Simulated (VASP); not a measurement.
# BaZrO3 (Pm-3m) in VASP: a series of runs

BaZrO3 is run at these levels: r2SCAN; tasks: single point, relaxation of cell and atoms.

Everything below comes from runs of VASP 6.6.1. Logs are shortened: lines on timing, memory, paths and dates and some standing lists are left out, and cuts for length are marked.

## 1. The cell of the first run

The structure is cubic, space group Pm-3m (No. 221). Conventional cell: a = 4.247 Å, b = 4.247 Å, c = 4.247 Å, α = 90.00°, β = 90.00°, γ = 90.00°. Ba (site symmetry m-3m) has 12 O at 3.00 Å and 8 Zr at 3.68 Å within 4.0 Å. Within 2.8 Å of Zr (site symmetry m-3m) lie 6 O at 2.12 Å. Within 2.8 Å of O (site symmetry 4/mmm) lie 2 Zr at 2.12 Å.

## 2. Single point, r2SCAN (volume scaled by 1.03)

Contents of POSCAR:

```
BaZrO3
1.0
    4.2468140703      0.0000000000      0.0000000000
    0.0000000000      4.2468140703      0.0000000000
    0.0000000000      0.0000000000      4.2468140703
Ba Zr O
1 1 3
Direct
    0.0000000000      0.0000000000      0.0000000000
    0.5000000000      0.5000000000      0.5000000000
    0.0000000000      0.5000000000      0.5000000000
    0.5000000000      0.0000000000      0.5000000000
    0.5000000000      0.5000000000      0.0000000000
```

Contents of INCAR.step1:

```
SYSTEM = BaZrO3
PREC = Accurate
ENCUT = 520
ISMEAR = 0
SIGMA = 0.02
LREAL = .FALSE.
LASPH = .TRUE.
NELM = 100
NBANDS = 28
GGA = PE
ALGO = Normal
EDIFF = 1E-4
LWAVE = .TRUE.
LCHARG = .FALSE.
```

Contents of INCAR.step2:

```
SYSTEM = BaZrO3
PREC = Accurate
ENCUT = 520
EDIFF = 1E-6
ISMEAR = 0
SIGMA = 0.02
LREAL = .FALSE.
LASPH = .TRUE.
NELM = 100
ALGO = Normal
ISIF = 2
LWAVE = .FALSE.
LCHARG = .FALSE.
METAGGA = R2SCAN
LMIXTAU = .TRUE.
NBANDS = 28
ISTART = 1
```

Contents of KPOINTS:

```
Automatic mesh
0
G
  6 6 6
  0 0 0
```

Potentials or basis: VASP PAW PBE potentials, release 64 (Ba_sv, Zr_sv, O).

Run with:

```bash
$ cat potpaw_PBE.64/Ba_sv/POTCAR potpaw_PBE.64/Zr_sv/POTCAR potpaw_PBE.64/O/POTCAR > POTCAR
$ cp INCAR.step1 INCAR
$ mpirun -np 1 vasp_std > vasp.out
$ cp INCAR.step2 INCAR
$ mpirun -np 1 vasp_std > vasp.out
```

OUTCAR:

```text
SYSTEM = BaZrO3
   PREC = Accurate
   ENCUT = 520
   EDIFF = 1E-6
   ISMEAR = 0
   LREAL = .FALSE.
   LASPH = .TRUE.
   NELM = 100
   ISIF = 2
   METAGGA = R2SCAN
   ISTART = 1

 ion  position               nearest neighbor table
   1  0.000  0.000  0.000-   3 3.00   4 3.00   5 3.00   3 3.00   4 3.00   3 3.00   5 3.00   3 3.00
                             4 3.00   5 3.00   4 3.00   5 3.00   2 3.68   2 3.68   2 3.68   2 3.68
   2  0.500  0.500  0.500-   3 2.12   4 2.12   5 2.12   5 2.12   4 2.12   3 2.12   1 3.68   1 3.68
                             1 3.68   1 3.68   1 3.68   1 3.68   1 3.68   1 3.68
   3  0.000  0.500  0.500-   2 2.12   2 2.12   1 3.00   1 3.00   1 3.00   1 3.00
   4  0.500  0.000  0.500-   2 2.12   2 2.12   1 3.00   1 3.00   1 3.00   1 3.00
   5  0.500  0.500  0.000-   2 2.12   2 2.12   1 3.00   1 3.00   1 3.00   1 3.00

  LATTYP: Found a simple cubic cell.
 ALAT       =     4.2468140703

  Lattice vectors:

 A1 = (   4.2468140703,   0.0000000000,   0.0000000000)
 A2 = (   0.0000000000,   4.2468140703,   0.0000000000)
 A3 = (   0.0000000000,   0.0000000000,   4.2468140703)

Analysis of symmetry for initial positions (statically):
=====================================================================
 Subroutine PRICEL returns:
 Original cell was already a primitive cell.

 Routine SETGRP: Setting up the symmetry group for a
 simple cubic supercell.

 Subroutine GETGRP returns: Found 48 space group operations
 (whereof 48 operations were pure point group operations)
 out of a pool of 48 trial point group operations.

The static configuration has the point symmetry O_h .

Analysis of symmetry for dynamics (positions and initial velocities):
=====================================================================
 Subroutine PRICEL returns:
 Original cell was already a primitive cell.

 Routine SETGRP: Setting up the symmetry group for a
 simple cubic supercell.

 Subroutine GETGRP returns: Found 48 space group operations
 (whereof 48 operations were pure point group operations)
 out of a pool of 48 trial point group operations.

The dynamic configuration has the point symmetry O_h .

 Subroutine INISYM returns: Found 48 space group operations
 (whereof 48 operations are pure point group operations),
 and found     1 'primitive' translations

----------------------------------------------------------------------------------------

                                     Primitive cell

  volume of cell :      76.5931

  direct lattice vectors                    reciprocal lattice vectors
     4.246814070  0.000000000  0.000000000     0.235470634  0.000000000  0.000000000
     0.000000000  4.246814070  0.000000000     0.000000000  0.235470634  0.000000000
     0.000000000  0.000000000  4.246814070     0.000000000  0.000000000  0.235470634

  length of vectors
     4.246814070  4.246814070  4.246814070     0.235470634  0.235470634  0.235470634

  position of ions in fractional coordinates (direct lattice)
     0.000000000  0.000000000  0.000000000
     0.500000000  0.500000000  0.500000000
     0.000000000  0.500000000  0.500000000
     0.500000000  0.000000000  0.500000000
     0.500000000  0.500000000  0.000000000

  ion indices of the primitive-cell ions
   primitive index   ion index
                 1           1
                 2           2
                 3           3
                 4           4
                 5           5

----------------------------------------------------------------------------------------

 KPOINTS: Automatic mesh

Automatic generation of k-mesh.
 Grid dimensions read from file:
 generate k-points for:    6    6    6

 Generating k-lattice:

  Cartesian coordinates                     Fractional coordinates (reciprocal lattice)
     0.039245106  0.000000000  0.000000000     0.166666667  0.000000000  0.000000000
     0.000000000  0.039245106  0.000000000     0.000000000  0.166666667  0.000000000
     0.000000000  0.000000000  0.039245106     0.000000000  0.000000000  0.166666667

  Length of vectors
     0.039245106  0.039245106  0.039245106

  Shift w.r.t. Gamma in fractional coordinates (k-lattice)
     0.000000000  0.000000000  0.000000000

 Subroutine IBZKPT returns following result:
 ===========================================

 Found     20 irreducible k-points:

 Following reciprocal coordinates:
            Coordinates               Weight
  0.000000  0.000000  0.000000      1.000000
  0.166667  0.000000  0.000000      6.000000
  0.333333  0.000000  0.000000      6.000000
  0.500000  0.000000  0.000000      3.000000
  0.166667  0.166667  0.000000     12.000000
  0.333333  0.166667  0.000000     24.000000
[... 12 lines left out ...]
  0.500000  0.500000  0.333333      6.000000
  0.500000  0.500000  0.500000      1.000000
   k-points           NKPTS =     20   k-points in BZ     NKDIM =     20   number of bands    NBANDS=     28
   number of dos      NEDOS =    301   number of ions     NIONS =      5
   total plane-waves  NPLWV =  32768
   dimension x,y,z NGX =    32 NGY =   32 NGZ =   32
   dimension x,y,z NGXF=    64 NGYF=   64 NGZF=   64
   ions per type =               1   1   3
   NGX,Y,Z   is equivalent  to a cutoff of  12.53, 12.53, 12.53 a.u.
   NGXF,Y,Z  is equivalent  to a cutoff of  25.05, 25.05, 25.05 a.u.
 SYSTEM =  BaZrO3
   PREC   = accura    normal or accurate (medium, high low for compatibility)
   ISTART =      1    job   : 0-new  1-cont  2-samecut
   ICHARG =      0    charge: 1-file 2-atom 10-const
   ISPIN  =      1    spin polarized calculation?
   LNONCOLLINEAR =      F non collinear calculations
   LSORBIT =      F    spin-orbit coupling
   LASPH  =      T    aspherical Exc in radial PAW
   ENCUT  =  520.0 eV  38.22 Ry    6.18 a.u.   7.90  7.90  7.90*2*pi/ulx,y,z
   NELM   =    100;   NELMIN=  2; NELMDL=  0     # of ELM steps
   EDIFF  = 0.1E-05   stopping-criterion for ELM
   LREAL  =      F    real-space projection
   EDIFFG = 0.1E-04   stopping-criterion for IOM
   NSW    =      0    number of steps for IOM
   IBRION =     -1    ionic relax: 0-MD 1-quasi-New 2-CG
   NFREE  =      0    steps in history (QN), initial steepest desc. (CG)
   ISIF   =      2    stress and relaxation
   ISYM   =      2    0-nonsym 1-usesym 2-fastsym
   POTIM  = 0.5000    time-step for ionic-motion
   TEBEG  =    0.0;   TEEND  =   0.0 temperature during run
   PSTRESS=    0.0 pullay stress
   NELECT =      40.0000    total number of electrons
   NUPDOWN=      -1.0000    fix difference up-down
   EMIN   =  10.00;   EMAX   =-10.00  energy-range for DOS
   EFERMI =   0.00;   METHOD = LEGACY
   ISMEAR =     0;   SIGMA  =   0.02  broadening in eV -4-tet -1-fermi 0-gaus
   EFERMI_NEDOS =   21; number of points for ismear=-14 and -15
   IALGO  =     38    algorithm
   IMIX   =      4    mixing-type and parameters
     AMIX     =   0.40;   BMIX     =  1.00
     AMIX_MAG =   1.60;   BMIX_MAG =  1.00
  volume/ion in A,a.u.               =      15.32       103.38
  Fermi-wavevector in a.u.,A,eV,Ry     =   1.318353  2.491325 23.647655  1.738054
  Thomas-Fermi vector in A             =   2.448328
   LORBIT       =      0    0 simple, 1 ext, 2 COOP (PROOUT), +10 PAW based schemes
   METAGGA = R2SCAN    functional components
   LHFCALC =     F    Hartree Fock is set to
   AEXX    =    0.0000 exact exchange contribution
   IVDW    =     0    specifies the selected vdW correction
   LEPSILON=     F    determine dielectric tensor
   LRPA    =     F    only Hartree local field effects (RPA)
 non-spin polarized calculation
 Gauss-broadening in eV      SIGMA  =   0.02
  energy-cutoff  :      520.00
  volume of cell :       76.59
 maximum number of plane-waves:      2103
 NGX is ok and might be reduce to    32
   NGX = 15   NGY = 15   NGZ = 15

 number of electron      39.9999982 magnetization

 Free energy of the ion-electron system (eV)
  ---------------------------------------------------
  ext. energy  EPLUGINS =         0.00000000
  ---------------------------------------------------
  free energy    TOTEN  =       -85.08870596 eV

  energy without entropy =      -85.08870596  energy(sigma->0) =      -85.08870596

 E-fermi :   3.4670     XC(G=0): -11.1773

 val. band max:        3.2097397615   @ k =   0.5000   0.5000   0.5000
 cond. band min:       6.8129907395   @ k =   0.0000   0.0000   0.0000
 fundamental gap:      3.6032509780
 Fermi energy:         3.4670280343

 k-point     1 :       0.0000    0.0000    0.0000
  band No.  band energies     occupation
      1     -45.5608      2.00000
      2     -22.9513      2.00000
      3     -22.9513      2.00000
      4     -22.9513      2.00000
      5     -22.9141      2.00000
      6     -14.0646      2.00000
[... 20 lines left out ...]
     27      10.7618      0.00000
     28      10.7618      0.00000

 k-point     2 :       0.1667    0.0000    0.0000
  band No.  band energies     occupation
      1     -45.5600      2.00000
      2     -23.0727      2.00000
      3     -22.9499      2.00000
      4     -22.9499      2.00000
      5     -22.8402      2.00000
      6     -14.0602      2.00000
[... 20 lines left out ...]
     27      10.7626      0.00000
     28      11.5867      0.00000

 k-point     3 :       0.3333    0.0000    0.0000
  band No.  band energies     occupation
      1     -45.5585      2.00000
      2     -23.2161      2.00000
      3     -22.9471      2.00000
      4     -22.9471      2.00000
      5     -22.7870      2.00000
      6     -14.1382      2.00000
[... 20 lines left out ...]
     27      11.2666      0.00000
     28      11.4187      0.00000

 k-point     4 :       0.5000    0.0000    0.0000
  band No.  band energies     occupation
      1     -45.5578      2.00000
      2     -23.2783      2.00000
      3     -22.9457      2.00000
      4     -22.9457      2.00000
      5     -22.7678      2.00000
      6     -14.1853      2.00000
[... 454 lines left out ...]
     27      11.8278      0.00000
     28      12.5022      0.00000

 k-point    19 :       0.5000    0.5000    0.3333
  band No.  band energies     occupation
      1     -45.5525      2.00000
      2     -23.1761      2.00000
      3     -23.1761      2.00000
      4     -23.1180      2.00000
      5     -22.8104      2.00000
      6     -13.2008      2.00000
[... 20 lines left out ...]
     27      12.0863      0.00000
     28      12.8076      0.00000

 k-point    20 :       0.5000    0.5000    0.5000
  band No.  band energies     occupation
      1     -45.5518      2.00000
      2     -23.1741      2.00000
      3     -23.1741      2.00000
      4     -23.1741      2.00000
      5     -22.8027      2.00000
      6     -12.9463      2.00000
[... 20 lines left out ...]
     27      12.6922      0.00000
     28      12.6922      0.00000

------------------------ aborting loop because EDIFF is reached ----------------------------------------

  FORCE on cell =-STRESS in cart. coord.  units (eV):
  Direction    XX          YY          ZZ          XY          YZ          ZX
  --------------------------------------------------------------------------------------
  -------------------------------------------------------------------------------------
  Total       -1.7362900     -1.7362900     -1.7362900     -0.0000000      0.0000000     -0.0000000
  in kB      -36.3197721    -36.3197721    -36.3197721     -0.0000000      0.0000000     -0.0000000
  external PRESSURE =     -36.3197721 kB  Pullay stress =       0.0000000 kB

 VOLUME and BASIS-vectors are now :
 -----------------------------------------------------------------------------
  energy-cutoff  :      520.00
  volume of cell :       76.59
      direct lattice vectors                 reciprocal lattice vectors
     4.246814070  0.000000000  0.000000000     0.235470634  0.000000000  0.000000000
     0.000000000  4.246814070  0.000000000     0.000000000  0.235470634  0.000000000
     0.000000000  0.000000000  4.246814070     0.000000000  0.000000000  0.235470634

 POSITION                                       TOTAL-FORCE (eV/Angst)
 -----------------------------------------------------------------------------------
      0.00000      0.00000      0.00000         0.000000      0.000000      0.000000
      2.12341      2.12341      2.12341         0.000000      0.000000      0.000000
      0.00000      2.12341      2.12341         0.000000      0.000000      0.000000
      2.12341      0.00000      2.12341         0.000000      0.000000      0.000000
      2.12341      2.12341      0.00000         0.000000      0.000000      0.000000
 -----------------------------------------------------------------------------------
    total drift:                                0.000000     -0.000000     -0.000000

  FREE ENERGIE OF THE ION-ELECTRON SYSTEM (eV)
  ---------------------------------------------------
  free  energy   TOTEN  =       -85.0887059642 eV

  energy  without entropy=      -85.0887059642  energy(sigma->0) =      -85.08870596
```

Wall time 87 s (1 thread of Intel Xeon 6975P-C, shared host); peak memory 0.21 GiB.

What came out:

| Item | Value |
| --- | --- |
| Free energy | -85.0887 eV |
| Pressure | -3.6 GPa |
| Band gap on the k mesh | 3.60 eV, indirect (least direct gap 3.89 eV) |

Caveat: the PAW data sets were made with another functional, which shifts forces and pressure a little; spin-orbit coupling is left out, which moves the levels of the heavy elements. A k mesh can miss the band edges.

[end of part 1 of 2]
